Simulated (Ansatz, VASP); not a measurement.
## Two plane-wave programs on In

INCAR

```
SYSTEM = In
  PREC = Accurate
  ENCUT = 520
  EDIFF = 1E-6
  ISMEAR = 0
  SIGMA = 0.15
  LREAL = .FALSE.
  LASPH = .TRUE.
  NELM = 100
  ALGO = Fast
  ISIF = 2
  LWAVE = .FALSE.
  LCHARG = .FALSE.
  GGA = PE
  NBANDS = 12
```

Contents of KPOINTS:

```
regular mesh
0
G
  18 18 18
  0 0 0
```

Contents of POSCAR:

```
In
1.0
   -1.8472278918      1.8472278918      1.8825252400
    1.8472278918     -1.8472278918      1.8825252400
    1.9178225882      1.9178225882     -1.8825252400
In
1
Direct
    0.0000000000      0.0000000000      0.0000000000
```

Input for Ansatz:

```yaml
crystal:
  lattice:
    - [-1.8472278918, 1.8472278918, 1.88252524]
    - [1.8472278918, -1.8472278918, 1.88252524]
    - [1.9178225882, 1.9178225882, -1.88252524]
  atoms:
    - { symbol: In, position: [0.0, 0.0, 0.0] }
basis:
  ecutwfc: 420
kpoints:
  mp_grid: { grid: [18, 18, 18] }
hamiltonian:
  xc: pbe
scf:
  occupations: { method: gaussian, width: 0.15 }
output:
  forces: true
  stress: true
  eigenvalues: true
```

Change from the starting cell: strain +0.0375 x Voigt [0, 0, 0, 0, 0, 1], atoms carried along.

Alike in both runs: task single point; functional PBE; k mesh 18 × 18 × 18; occupations gaussian, width 0.15 eV; no spin polarisation.

|  | VASP | Ansatz |
| --- | --- | --- |
| version | VASP 6.6.1 | Ansatz 0.2.0 |
| potentials or method | VASP PAW PBE potentials, release 64 (In_d), cutoff 520 eV | scalar-relativistic, plane waves, PAW |
| valence electrons in the cell | 13 | 13 |

Ansatz gave:

* gap on the k mesh at the Fermi level (eV): none
* pressure (GPa): 1.6
* traceless stress, the component that is largest in VASP (GPa): -0.45

Question: Estimate VASP's values.

Answer: gap on the k mesh at the Fermi level (eV): none; pressure (GPa): 1.7; traceless stress, the component that is largest in VASP (GPa): -0.46.

A gap of «none» marks a metal or a gap that the smearing closes.
